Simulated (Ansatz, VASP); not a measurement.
One calculation of Li2O, two programs

```xyz
3
Lattice="0.0000 2.2899 2.2785 2.2899 0.0000 2.2785 2.2899 2.2899 0.0000" Properties=species:S:1:pos:R:3 pbc="T T T"
Li    1.1450    1.1450    1.1392
Li    3.4349    3.4349    3.4177
O     0.0000    0.0000    0.0000
```

Change from the starting cell: z stretched by -0.5 %, x and y held, PAW files.

Alike in both runs: task single point; functional PBEsol; k mesh 8 × 8 × 8; no spin polarisation.

|  | VASP | Ansatz |
| --- | --- | --- |
| version | VASP 6.6.1 | Ansatz 0.2.0 |
| potentials or method | VASP PAW PBE potentials, release 64 (Li_sv, O) | PAW with Ansatz's default frozen-core files, scalar-relativistic |
| plane-wave cutoff (eV) | 750 | 420 |
| occupations | gaussian, width 0.01 eV | fixed |
| valence electrons in the cell | 12 | 12 |

Ansatz gave:

```
gap on the k mesh at the Fermi level (eV)                     : 4.87
pressure (GPa)                                                : 0.4
traceless stress, the component that is largest in VASP (GPa) : 0.63
```

Q: Estimate VASP's values.

A: gap on the k mesh at the Fermi level (eV): 4.86; pressure (GPa): 0.5; traceless stress, the component that is largest in VASP (GPa): 0.63.

VASP's potentials were made for PBE, not for PBEsol.
